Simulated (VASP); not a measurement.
Wanted: the native input for a VASP 6.6.1 run.

* Task: single point
* Functional: PBE
* Potentials or basis: VASP PAW PBE potentials, release 64 (Ni_sv_GW, O_h)
* Cutoff: 1340 eV
* k mesh: 5 × 5 × 5
* Occupations: gaussian, width 0.05 eV
* Spin: collinear spin, antiferromagnetic start
* Starting moments: [2.0, -2.0, 0.0, 0.0] μB
* Hubbard terms: Ni d U = 6.2 eV
* Dipole correction: no
* Further INCAR settings: ALGO = Normal; EDIFF = 1e-06; NBANDS = 36

The structure of NiO lies in POSCAR:

```
NiO
1.0
    0.0000000000      1.7424802814      4.9268273820
   -1.5090321892     -0.8712401406      4.9268273820
    1.5090321892     -0.8712401406      4.9268273820
Ni O
2 2
Direct
    0.5000000000     -0.5000000000      0.5000000000
    1.0000000000      0.0000000000      1.0000000000
    0.2500000000      0.2500000000      0.2500000000
    0.7500000000      0.7500000000      0.7500000000
```

One way to write it, as run:

INCAR

```
SYSTEM = NiO
  PREC = Accurate
  ENCUT = 1340
  EDIFF = 1E-6
  ISMEAR = 0
  SIGMA = 0.05
  LREAL = .FALSE.
  LASPH = .TRUE.
  NELM = 200
  ALGO = Normal
  ISIF = 2
  LWAVE = .FALSE.
  LCHARG = .FALSE.
  ISPIN = 2
  MAGMOM = 2 -2 0 0
  LORBIT = 11
  LMAXMIX = 4
  LDAU = .TRUE.
  LDAUTYPE = 2
  LDAUL = 2 -1
  LDAUU = 6.2 0
  LDAUJ = 0 0
  LDAUPRINT = 1
  GGA = PE
  NBANDS = 36
  GGA_COMPAT = .FALSE.
```

KPOINTS

```
regular mesh
0
G
  5 5 5
  0 0 0
```

Potentials or basis: VASP PAW PBE potentials, release 64 (Ni_sv_GW, O_h).

Command:

```sh
$ cat potpaw_PBE.64/Ni_sv_GW/POTCAR potpaw_PBE.64/O_h/POTCAR > POTCAR
$ mpirun -np 1 vasp_std > vasp.out
```

Results of the run:

* Pressure: -3.4 GPa
* Band gap on the k mesh: 2.77 eV
* Net moment: 0.00 μB per cell
* Site moments: Ni +1.75, -1.75; O +0.00 μB
* Valence electrons inside the program's atomic spheres: Ni 16.07; O 3.35

Caveat: the k points lie up to 0.49 Å⁻¹ apart.

Run time: 15 min on 1 thread of Intel(R) Xeon(R) Platinum 8259CL CPU @ 2.50GHz (Skylake/Cascade Lake), on a shared host, peak memory 0.85 GiB.
